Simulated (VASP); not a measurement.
## Ir: single point with PBE

Crystal: Ir.

```
Ir
1.0
     0.00000   -1.91970   -1.91970
    -1.91970    0.00000   -1.91970
     1.91970    1.91970   -3.83940
Ir
2
Direct
  0.50798 0.50798 0.50000
  0.99202 0.99202 0.00000
```

This cell differs from its parent crystal: atoms displaced along a vibrational mode.

- Program: VASP 6.6.1
- Task: single point
- Functional: PBE
- Potentials or basis: VASP PAW PBE potentials, release 64 (Ir)
- Cutoff: 520 eV
- k mesh: 24 × 24 × 20
- Occupations: gaussian, width 0.15 eV
- Spin: no spin polarisation

```yaml
Pressure: 9.9 GPa
Largest_force: 0.356 eV/Å
Band_gap_on_the_k_mesh: zero (bands 9 and 10 overlap by 2.83 eV)
```

Forces in eV/Å, atoms in the order of the input:
```
Ir   0.147  0.147  0.289
Ir  -0.147 -0.147 -0.289
```

Stress tensor (GPa, compression positive):
```
10.02  0.41  0.00
 0.41 10.02  0.00
 0.00  0.00  9.63
```

Levels at points of the mesh, in eV from the Fermi level:
```csv
k point,band 6,band 7,band 8,band 9,band 10,band 11,band 12,band 13
"(0.00, 0.00, 0.00)",-3.87,-3.86,-1.20,-1.20,-0.75,0.87,0.89,7.28
"(0.50, 0.00, 0.00)",-3.68,-1.95,-1.89,1.04,1.10,3.81,3.98,8.04
"(0.50, 0.50, 0.00)",-0.79,0.81,0.88,0.91,1.48,1.52,1.80,7.24
"(0.00, 0.00, 0.50)",-3.47,-3.37,-3.35,-1.25,-1.23,-0.76,-0.75,13.80
"(0.50, 0.00, 0.50)",-0.76,0.85,0.87,0.91,1.46,1.50,1.73,7.26
"(0.50, 0.50, 0.50)",-3.62,-2.03,-1.90,1.00,1.14,3.71,4.07,7.87
```

It took 10 min on 1 thread of Intel(R) Xeon(R) 6975P-C (Granite Rapids) (shared host), peak memory 1.1 GiB.

Caveat: the cell differs from its parent crystal (atoms displaced along a vibrational mode); the cell stands under pressure; spin-orbit coupling is left out, which moves the levels of the heavy elements.
